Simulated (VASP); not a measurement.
**CdSe (Cadmoselite): single point with PBE**

The system is CdSe (Cadmoselite).

```
Cd Se
1.0
     4.33828    0.00000    0.00000
    -2.16914    3.75706    0.00000
     0.00000    0.00000    7.08334
Cd Se
2 2
Direct
  0.33333 0.66667 0.00461
  0.66667 0.33333 0.50461
  0.33333 0.66667 0.38039
  0.66667 0.33333 0.88039
```

This cell differs from its parent crystal: volume scaled by 0.97, then relaxed in part.

```
Program                : VASP 6.6.1
Task                   : single point
Functional             : PBE
Potentials or basis    : VASP PAW PBE potentials, release 64 (Cd, Se)
Cutoff                 : 520 eV
k mesh                 : 9 × 9 × 6
Occupations            : gaussian, width 0.02 eV
Spin                   : no spin polarisation
Dipole correction      : no
Further INCAR settings : ALGO = Normal; EDIFF = 1e-06; NBANDS = 26
```

```json
{
 "Pressure": "1.7 GPa",
 "Largest force": "0.006 eV/Å",
 "Band gap on the k mesh": "0.61 eV, direct"
}
```

Forces in eV/Å, atoms in the order of the input:
```
Cd   0.000  0.000  0.006
Cd   0.000  0.000  0.006
Se   0.000  0.000 -0.006
Se   0.000  0.000 -0.006
```

Levels at points of the mesh, in eV from the valence-band top:
```csv
k point,band 14,band 15,band 16,band 17,band 18,band 19,band 20,band 21,band 22,band 23
"(0.00, 0.00, 0.00)",-0.73,-0.73,-0.05,0.00,0.00,0.61,2.18,5.86,5.86,6.13
"(0.00, 0.00, 0.50)",-2.60,-0.38,-0.38,-0.38,-0.38,2.32,2.32,5.81,5.81,6.25
```

It took 49 s on 1 thread of Intel(R) Xeon(R) 6975P-C (Granite Rapids) (shared host), peak memory 0.3 GiB.
